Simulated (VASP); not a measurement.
# SiC (Cmm2) in VASP: further runs

Runs on SiC. Level: PBE. Tasks: single point.

Program: VASP 6.6.1. These are calculated values, not measurements. Logs are shortened: lines on timing, memory, paths and dates and some standing lists are left out, and cuts for length are marked.

### 1 The cell of the first run

Symmetry: Cmm2, No. 35, orthorhombic system. The conventional cell has a = 6.194 Å, b = 6.194 Å, c = 4.380 Å, α = 90.00°, β = 90.00°, γ = 90.00°. Si (site symmetry m) has 4 C at 1.83 to 1.90 Å within 2.4 Å. Si (site symmetry m) has 4 C at 1.90 to 1.97 Å within 2.5 Å. C (site symmetry mm2) has 4 Si at 1.83 to 1.97 Å within 2.4 Å. C (site symmetry mm2) has 4 Si at 1.90 Å within 2.5 Å. C (site symmetry 2) has 4 Si at 1.90 Å within 2.5 Å.

### 2 Single point, PBE (atom 5 (C) moved -0.120 Å along Cartesian [0 0 1])

INCAR

```
PREC = Accurate
ENCUT = 520
EDIFF = 1E-6
ISMEAR = 0
SIGMA = 0.05
LREAL = False
LASPH = True
NELM = 60
ALGO = Normal
ISIF = 2
LWAVE = False
LCHARG = False
GGA = PE
NBANDS = 26
```

KPOINTS

```
Automatic mesh
0
Gamma
  6 6 6
```

POSCAR

```
SiC
1.0
    4.3797281854      0.0000000000      0.0000000000
    0.0000000000     -4.3797281854      0.0000000000
    0.0000000000      0.0000000000     -4.3797281854
Si C
4 4
Direct
    0.0000000000      0.0000000000      0.0000000000
    0.5000000000      0.5000000000      0.0000000000
    0.5000000000      0.0000000000      0.5000000000
    0.0000000000      0.5000000000      0.5000000000
    0.7500000000      0.7500000000      0.7773989606
    0.2500000000      0.2500000000      0.7500000000
    0.2500000000      0.7500000000      0.2500000000
    0.7500000000      0.2500000000      0.2500000000
```

Potentials or basis: VASP PAW PBE potentials, release 64 (Si, C).

Command:

```bash
$ cat potpaw_PBE.64/Si/POTCAR potpaw_PBE.64/C/POTCAR > POTCAR
$ mpirun -np 1 vasp_std > vasp.out
```

OUTCAR:

```text
PREC = Accurate
   ENCUT = 520
   EDIFF = 1E-6
   ISMEAR = 0
   LREAL = False
   LASPH = True
   NELM = 60
   ISIF = 2
   GGA = PE

 ion  position               nearest neighbor table
   1  0.000  0.000  0.000-   5 1.83   6 1.90   7 1.90   8 1.90   3 3.10   4 3.10   2 3.10   3 3.10
                             4 3.10   2 3.10   4 3.10   4 3.10   2 3.10   3 3.10   3 3.10   2 3.10
   2  0.500  0.500  0.000-   5 1.83   6 1.90   7 1.90   8 1.90   3 3.10   4 3.10   1 3.10   3 3.10
                             4 3.10   1 3.10   3 3.10   3 3.10   1 3.10   4 3.10   4 3.10   1 3.10
   3  0.500  0.000  0.500-   6 1.90   7 1.90   8 1.90   5 1.97   2 3.10   4 3.10   1 3.10   1 3.10
                             2 3.10   2 3.10   4 3.10   2 3.10   1 3.10   4 3.10   1 3.10   4 3.10
   4  0.000  0.500  0.500-   6 1.90   7 1.90   8 1.90   5 1.97   2 3.10   3 3.10   1 3.10   1 3.10
                             2 3.10   1 3.10   3 3.10   1 3.10   2 3.10   3 3.10   2 3.10   3 3.10
   5  0.750  0.750  0.777-   1 1.83   2 1.83   3 1.97   4 1.97
   6  0.250  0.250  0.750-   1 1.90   2 1.90   3 1.90   4 1.90
   7  0.250  0.750  0.250-   1 1.90   2 1.90   3 1.90   4 1.90
   8  0.750  0.250  0.250-   1 1.90   2 1.90   3 1.90   4 1.90

  LATTYP: Found a simple cubic cell.
 ALAT       =     4.3797281854

  Lattice vectors:

 A1 = (   4.3797281854,   0.0000000000,   0.0000000000)
 A2 = (   0.0000000000,  -4.3797281854,   0.0000000000)
 A3 = (   0.0000000000,   0.0000000000,  -4.3797281854)

Analysis of symmetry for initial positions (statically):
=====================================================================
 Subroutine PRICEL returns:
 Original cell was already a primitive cell.

 Routine SETGRP: Setting up the symmetry group for a
 simple cubic supercell.

 Subroutine GETGRP returns: Found  4 space group operations
 (whereof  2 operations were pure point group operations)
 out of a pool of 48 trial point group operations.

The static configuration has the point symmetry C_1h.
 The point group associated with its full space group is C_2v.

Analysis of symmetry for dynamics (positions and initial velocities):
=====================================================================
 Subroutine PRICEL returns:
 Original cell was already a primitive cell.

 Routine SETGRP: Setting up the symmetry group for a
 simple cubic supercell.

 Subroutine GETGRP returns: Found  4 space group operations
 (whereof  2 operations were pure point group operations)
 out of a pool of 48 trial point group operations.

The dynamic configuration has the point symmetry C_1h.
 The point group associated with its full space group is C_2v.

 Subroutine INISYM returns: Found  4 space group operations
 (whereof  2 operations are pure point group operations),
 and found     1 'primitive' translations

----------------------------------------------------------------------------------------

                                     Primitive cell

  volume of cell :      84.0120

  direct lattice vectors                    reciprocal lattice vectors
     4.379728185  0.000000000  0.000000000     0.228324672  0.000000000  0.000000000
     0.000000000 -4.379728185  0.000000000     0.000000000 -0.228324672  0.000000000
     0.000000000  0.000000000 -4.379728185     0.000000000  0.000000000 -0.228324672

  length of vectors
     4.379728185  4.379728185  4.379728185     0.228324672  0.228324672  0.228324672

  position of ions in fractional coordinates (direct lattice)
     0.000000000  0.000000000  0.000000000
     0.500000000  0.500000000  0.000000000
     0.500000000  0.000000000  0.500000000
     0.000000000  0.500000000  0.500000000
     0.750000000  0.750000000  0.777398961
     0.250000000  0.250000000  0.750000000
     0.250000000  0.750000000  0.250000000
     0.750000000  0.250000000  0.250000000

  ion indices of the primitive-cell ions
   primitive index   ion index
                 1           1
                 2           2
                 3           3
                 4           4
                 5           5
                 6           6
                 7           7
                 8           8

----------------------------------------------------------------------------------------

 KPOINTS: Automatic mesh

Automatic generation of k-mesh.
 Grid dimensions read from file:
 generate k-points for:    6    6    6

 Generating k-lattice:

  Cartesian coordinates                     Fractional coordinates (reciprocal lattice)
     0.038054112  0.000000000  0.000000000     0.166666667  0.000000000  0.000000000
     0.000000000 -0.038054112  0.000000000     0.000000000  0.166666667  0.000000000
     0.000000000  0.000000000 -0.038054112     0.000000000  0.000000000  0.166666667

  Length of vectors
     0.038054112  0.038054112  0.038054112

  Shift w.r.t. Gamma in fractional coordinates (k-lattice)
     0.000000000  0.000000000  0.000000000

 Subroutine IBZKPT returns following result:
[... 98 lines left out ...]
[... 18 lines left out ...]
     25      15.1434      0.00000
     26      15.1817      0.00000

 k-point     2 :       0.1667    0.0000    0.0000
  band No.  band energies     occupation
      1      -7.1723      2.00000
      2      -3.2784      2.00000
      3      -2.3589      2.00000
      4      -2.3430      2.00000
      5       0.3137      2.00000
      6       0.3442      2.00000
[... 18 lines left out ...]
     25      15.6210      0.00000
     26      15.6535      0.00000

 k-point     3 :       0.0000    0.0000    0.1667
  band No.  band energies     occupation
      1      -7.1727      2.00000
      2      -3.2771      2.00000
      3      -2.3513      2.00000
      4      -2.3478      2.00000
      5       0.2477      2.00000
      6       0.3967      2.00000
[... 18 lines left out ...]
     25      15.5698      0.00000
     26      15.6622      0.00000

 k-point     4 :       0.3333    0.0000    0.0000
  band No.  band energies     occupation
      1      -6.6407      2.00000
      2      -4.6128      2.00000
      3      -2.2437      2.00000
      4      -2.2338      2.00000
      5       0.6692      2.00000
      6       0.6974      2.00000
[... 18 lines left out ...]
     25      16.8287      0.00000
     26      16.8754      0.00000

 k-point     5 :       0.0000    0.0000    0.3333
  band No.  band energies     occupation
      1      -6.6429      2.00000
      2      -4.6075      2.00000
      3      -2.2400      2.00000
      4      -2.2363      2.00000
      5       0.5818      2.00000
      6       0.7708      2.00000
[... 18 lines left out ...]
     25      16.7919      0.00000
     26      16.8388      0.00000

 k-point     6 :       0.5000    0.0000    0.0000
  band No.  band energies     occupation
      1      -5.7760      2.00000
      2      -5.7715      2.00000
      3      -2.1789      2.00000
      4      -2.1778      2.00000
      5       0.9195      2.00000
      6       0.9513      2.00000
[... 427 lines left out ...]
 k-point    21 :       0.5000    0.3333    0.0000
  band No.  band energies     occupation
      1      -5.1357      2.00000
      2      -5.1196      2.00000
      3      -3.4498      2.00000
      4      -3.4088      2.00000
      5       1.2670      2.00000
      6       1.4484      2.00000
[... 18 lines left out ...]
     25      16.2511      0.00000
     26      16.3616      0.00000

 k-point    22 :       0.0000    0.5000    0.3333
  band No.  band energies     occupation
      1      -5.1371      2.00000
      2      -5.1254      2.00000
      3      -3.4283      2.00000
      4      -3.4138      2.00000
      5       1.3426      2.00000
      6       1.3447      2.00000
[... 18 lines left out ...]
     25      16.3527      0.00000
     26      16.3877      0.00000

 k-point    23 :       0.3333    0.0000    0.5000
  band No.  band energies     occupation
      1      -5.2156      2.00000
      2      -5.0392      2.00000
      3      -3.4909      2.00000
      4      -3.3588      2.00000
      5       1.3196      2.00000
      6       1.3640      2.00000
[... 18 lines left out ...]
     25      16.3445      0.00000
     26      16.6429      0.00000

 k-point    24 :       0.5000    0.5000    0.0000
  band No.  band energies     occupation
      1      -4.4051      2.00000
      2      -4.3724      2.00000
      3      -4.3566      2.00000
      4      -4.3355      2.00000
      5       1.8969      2.00000
      6       1.9879      2.00000
[... 18 lines left out ...]
     25      16.7830      0.00000
     26      16.9074      0.00000

 [... further k-points ...]

------------------------ aborting loop because EDIFF is reached ----------------------------------------

  FORCE on cell =-STRESS in cart. coord.  units (eV):
  Direction    XX          YY          ZZ          XY          YZ          ZX
  --------------------------------------------------------------------------------------
  -------------------------------------------------------------------------------------
  Total        0.3953546      0.3953546     -0.0579550     -0.9331230      0.0000000      0.0000000
  in kB        7.5397329      7.5397329     -1.1052482    -17.7954108      0.0000000      0.0000000
  external PRESSURE =       4.6580725 kB  Pullay stress =       0.0000000 kB

 VOLUME and BASIS-vectors are now :
 -----------------------------------------------------------------------------
  energy-cutoff  :      520.00
  volume of cell :       84.01
      direct lattice vectors                 reciprocal lattice vectors
     4.379728185  0.000000000  0.000000000     0.228324672  0.000000000  0.000000000
     0.000000000 -4.379728185  0.000000000     0.000000000 -0.228324672  0.000000000
     0.000000000  0.000000000 -4.379728185     0.000000000  0.000000000 -0.228324672

 POSITION                                       TOTAL-FORCE (eV/Angst)
 -----------------------------------------------------------------------------------
      0.00000      0.00000      0.00000         0.392800     -0.392800     -0.608390
      2.18986     -2.18986      0.00000        -0.392800      0.392800     -0.608390
      2.18986      0.00000     -2.18986         0.231393      0.231393     -0.490593
      0.00000     -2.18986     -2.18986        -0.231393     -0.231393     -0.490593
      3.28480     -3.28480     -3.40480         0.000000     -0.000000      2.666697
      1.09493     -1.09493     -3.28480         0.000000      0.000000      0.126053
      1.09493     -3.28480     -1.09493         0.000000      0.000000     -0.297393
      3.28480     -1.09493     -1.09493         0.000000     -0.000000     -0.297393
 -----------------------------------------------------------------------------------
    total drift:                                0.000000      0.000000      0.000042

  FREE ENERGIE OF THE ION-ELECTRON SYSTEM (eV)
  ---------------------------------------------------
  free  energy   TOTEN  =       -60.0830305197 eV

  energy  without entropy=      -60.0830305197  energy(sigma->0) =      -60.08303052
```

Run time: 1.7 min. Hardware: 1 thread of Intel Xeon Platinum 8488C (Sapphire Rapids), shared host; peak memory 0.24 GiB.

What came out:

```
Free energy            : -60.0830 eV
Pressure               : 0.5 GPa
Largest force          : 2.667 eV/Å
Band gap on the k mesh : 1.23 eV
```

Forces on the atoms (eV/Å):
```
Si   0.393 -0.393 -0.608
Si  -0.393  0.393 -0.608
Si   0.231  0.231 -0.491
Si  -0.231 -0.231 -0.491
C    0.000  0.000  2.667
C    0.000  0.000  0.126
C    0.000  0.000 -0.297
C    0.000  0.000 -0.297
```

Caveat: the cell differs from its parent crystal (atom 5 (C) moved -0.120 Å along Cartesian [0 0 1]); forces of over 1 eV/Å act on the atoms, so gaps and moduli don't describe the material at rest.

### 3 Single point, PBE (atom 5 (C) moved +0.080 Å along Cartesian [0 0 1])

INCAR

```
ALGO = Normal
EDIFF = 1E-7
ENCUT = 520
GGA = PE
ISIF = 2
ISMEAR = 0
LASPH = True
LCHARG = False
LREAL = False
LWAVE = False
NBANDS = 26
NELM = 60
PREC = Accurate
SIGMA = 0.05
```

KPOINTS

```
k-points
0
Gamma
  6 6 6
```

POSCAR, as its differences from that of step 2:

```diff
@@ -12,3 +12,3 @@
     0.0000000000      0.5000000000      0.5000000000
-    0.7500000000      0.7500000000      0.7773989606
+    0.7500000000      0.7500000000      0.7317340263
     0.2500000000      0.2500000000      0.7500000000
```

Potentials or basis: VASP PAW PBE potentials, release 64 (Si, C).

Command:

```bash
$ cat potpaw_PBE.64/Si/POTCAR potpaw_PBE.64/C/POTCAR > POTCAR
$ mpirun -np 1 vasp_std > vasp.out
```

It took 1.9 min on 1 thread of Intel Xeon Platinum 8488C (Sapphire Rapids), shared host; peak memory 0.24 GiB.

Results (log left out):

```
Free energy            : -60.1722 eV
Pressure               : 0.2 GPa
Largest force          : 1.788 eV/Å
Band gap on the k mesh : 1.27 eV
```

Forces on the atoms (eV/Å):
```
Si  -0.171  0.171  0.343
Si   0.171 -0.171  0.343
Si  -0.242 -0.242  0.396
Si   0.242  0.242  0.396
C    0.000  0.000 -1.788
C    0.000  0.000 -0.084
C    0.000  0.000  0.198
C    0.000  0.000  0.198
```

Stress tensor (GPa, compression positive):
```
 0.31  1.17  0.00
 1.17  0.31  0.00
 0.00  0.00 -0.08
```

Levels at points of the mesh, in eV from the valence-band top:
| k point | band 13 | band 14 | band 15 | band 16 | band 17 | band 18 | band 19 | band 20 |
| --- | --- | --- | --- | --- | --- | --- | --- | --- |
| (0.00, 0.00, 0.00) | -3.16 | -0.19 | -0.11 | 0.00 | 1.27 | 1.28 | 1.30 | 4.07 |
| (0.50, 0.00, 0.00) | -2.01 | -2.01 | -2.00 | -1.99 | 3.90 | 3.91 | 5.08 | 5.08 |
| (0.00, 0.00, 0.50) | -2.16 | -2.03 | -1.98 | -1.86 | 3.90 | 3.92 | 5.09 | 5.11 |
| (0.50, 0.50, 0.00) | -1.42 | -1.28 | -1.26 | -1.13 | 5.26 | 5.34 | 5.41 | 5.49 |
| (0.00, 0.50, 0.50) | -1.35 | -1.27 | -1.26 | -1.18 | 5.30 | 5.31 | 5.43 | 5.44 |
| (0.50, 0.50, 0.50) | -1.14 | -1.14 | -1.10 | -0.94 | 5.18 | 5.19 | 5.20 | 5.20 |

Caveat: the cell differs from its parent crystal (atom 5 (C) moved +0.080 Å along Cartesian [0 0 1]); forces of over 1 eV/Å act on the atoms, so gaps and moduli don't describe the material at rest. A k mesh can miss the band edges.

### 4 Single point, PBE (atom 5 (C) moved -0.040 Å along Cartesian [0 0 1])

INCAR

```
PREC     = Accurate       # precision mode
ENCUT    = 520            # plane-wave cutoff, eV
EDIFF    = 1E-6           # SCF threshold, eV
ISMEAR   = 0              # smearing method
SIGMA    = 0.05           # smearing width, eV
LREAL    = F              # projectors in reciprocal space
LASPH    = T              # aspherical terms in the spheres
NELM     = 100            # most SCF steps
ALGO     = Normal         # electronic algorithm
ISIF     = 2              # what is computed and relaxed
LWAVE    = F              # write WAVECAR
LCHARG   = F              # write CHGCAR
GGA      = PE             # functional
NBANDS   = 26             # bands
```

KPOINTS

```
Automatic mesh
0
Gamma
  6 6 6
```

POSCAR, as its differences from that of step 3:

```diff
@@ -12,3 +12,3 @@
     0.0000000000      0.5000000000      0.5000000000
-    0.7500000000      0.7500000000      0.7317340263
+    0.7500000000      0.7500000000      0.7591329869
     0.2500000000      0.2500000000      0.7500000000
```

Command:

```bash
$ cat potpaw_PBE.64/Si/POTCAR potpaw_PBE.64/C/POTCAR > POTCAR
$ mpirun -np 1 vasp_std > vasp.out
```

It took 96 s on 1 thread of Intel Xeon Platinum 8488C (Sapphire Rapids), shared host; peak memory 0.24 GiB.

It converged, with:

| Property | Result |
| --- | --- |
| Free energy | -60.2259 eV |
| Pressure | 0.0 GPa |
| Largest force | 0.897 eV/Å |
| Band gap on the k mesh | 1.32 eV |

Forces in eV/Å, atoms in the order of the input:
```
Si   0.112 -0.112 -0.192
Si  -0.112  0.112 -0.192
Si   0.094  0.094 -0.179
Si  -0.094 -0.094 -0.179
C    0.000  0.000  0.897
C    0.000  0.000  0.042
C    0.000  0.000 -0.099
C    0.000  0.000 -0.099
```

Stress tensor (GPa, compression positive):
```
 0.04 -0.58  0.00
-0.58  0.04  0.00
 0.00  0.00 -0.06
```

Levels at points of the mesh, in eV from the valence-band top:
```csv
k point,band 12,band 13,band 14,band 15,band 16,band 17,band 18,band 19,band 20,band 21
"(0.00, 0.00, 0.00)",-3.20,-3.16,-0.09,-0.05,0.00,1.32,1.32,1.33,4.17,4.22
"(0.50, 0.00, 0.00)",-3.39,-1.96,-1.96,-1.96,-1.96,3.96,3.96,5.14,5.14,6.22
"(0.00, 0.00, 0.50)",-3.38,-2.04,-1.97,-1.95,-1.89,3.96,3.96,5.14,5.14,6.20
"(0.50, 0.50, 0.00)",-4.32,-1.30,-1.23,-1.22,-1.15,5.37,5.41,5.44,5.49,8.53
"(0.00, 0.50, 0.50)",-4.31,-1.26,-1.22,-1.22,-1.18,5.39,5.39,5.46,5.46,8.49
"(0.50, 0.50, 0.50)",-1.10,-1.09,-1.09,-1.08,-0.99,5.24,5.25,5.25,5.25,7.04
```

Caveat: the cell differs from its parent crystal (atom 5 (C) moved -0.040 Å along Cartesian [0 0 1]). A k mesh can miss the band edges.

### 5 Summary

| cell | gap on the mesh (eV) | pressure (GPa) | largest force (eV/Å) |
| --- | --- | --- | --- |
| as given, atomic positions A | 1.23 | 0.5 | 2.67 |
| as given, atomic positions B | 1.27 | 0.2 | 1.79 |
| as given, atomic positions C | 1.32 | 0.0 | 0.90 |

Alike in all rows: task single point; level PBE; potentials or basis VASP PAW PBE potentials, release 64 (Si, C); no spin polarisation; k mesh 6 × 6 × 6; cutoff (eV) 520; smearing gaussian 0.05 eV.

Caveats: forces of over 1 eV/Å act on the atoms, so gaps and moduli don't describe the material at rest (at least some runs).

Total energies depend on the potentials used, so only differences within one code and one set of settings carry meaning.
